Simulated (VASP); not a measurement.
Write the native input for VASP 6.6.1 that does the following.

- Task: relaxation of cell and atoms
- Functional: PBEsol
- Potentials or basis: VASP PAW PBE potentials, release 64 (K_sv)
- Cutoff: 500 eV
- k mesh: 11 × 11 × 11
- Occupations: methfessel-paxton, width 0.05 eV
- Spin: no spin polarisation
- Target pressure: 20 GPa
- Dipole correction: no
- Further INCAR settings: ALGO = Normal; EDIFF = 1e-07; IBRION = 2; EDIFFG = -0.02; NSW = 80; ISIF = 3

The structure of K lies in POSCAR:

```
K
1.0
    0.0000000000      3.2900000000      3.2900000000
    3.2900000000      0.0000000000      3.2900000000
    3.2900000000      3.2900000000      0.0000000000
K
1
Direct
    0.0000000000      0.0000000000      0.0000000000
```

This isn't the form of K at room conditions, which is bcc.

These files were run (other wordings do the same):

INCAR

```
PREC = Accurate ; ENCUT = 500
EDIFF = 1E-7 ; ISMEAR = 1
SIGMA = 0.05 ; LREAL = False
LASPH = True ; NELM = 120
ALGO = Normal ; ISIF = 3
LWAVE = False ; LCHARG = False
GGA = PS ; IBRION = 2
NSW = 80 ; EDIFFG = -0.02
PSTRESS = 200.0 ; GGA_COMPAT = False
NELMIN = 4
```

KPOINTS

```
Automatic mesh
0
Gamma
  11 11 11
```

Potentials or basis: VASP PAW PBE potentials, release 64 (K_sv).

Launch:

```sh
$ cat potpaw_PBE.64/K_sv/POTCAR > POTCAR
$ mpirun -np 1 vasp_std > vasp.out
```

It gave:

| Quantity | Value |
| --- | --- |
| Relaxed volume | 26.60 Å³/atom |
| Relaxed cell | a = 3.351 Å, b = 3.351 Å, c = 3.351 Å, α = 60.00°, β = 60.00°, γ = 60.00° |
| Space group after relaxing (to 0.1 Å) | Fm-3m (No. 225) |
| Energy change on relaxing (the run minimises the enthalpy) | +1338.1 meV/atom |
| Ionic steps | 17 |
| Pressure after relaxing | 20.0 GPa |
| Band gap on the k mesh | zero (an odd number of electrons rules out a gap without spin polarisation) |

Caveat: the cell is relaxed towards a set pressure, so the run minimises the enthalpy, not the energy; the volume moved by over 15 % at a fixed basis, so the end points are rough; the PAW data sets were made with another functional, which shifts forces and pressure a little.

Wall time 110 s on 1 thread of Intel(R) Xeon(R) 6975P-C (Granite Rapids) (shared host), peak memory 0.24 GiB.
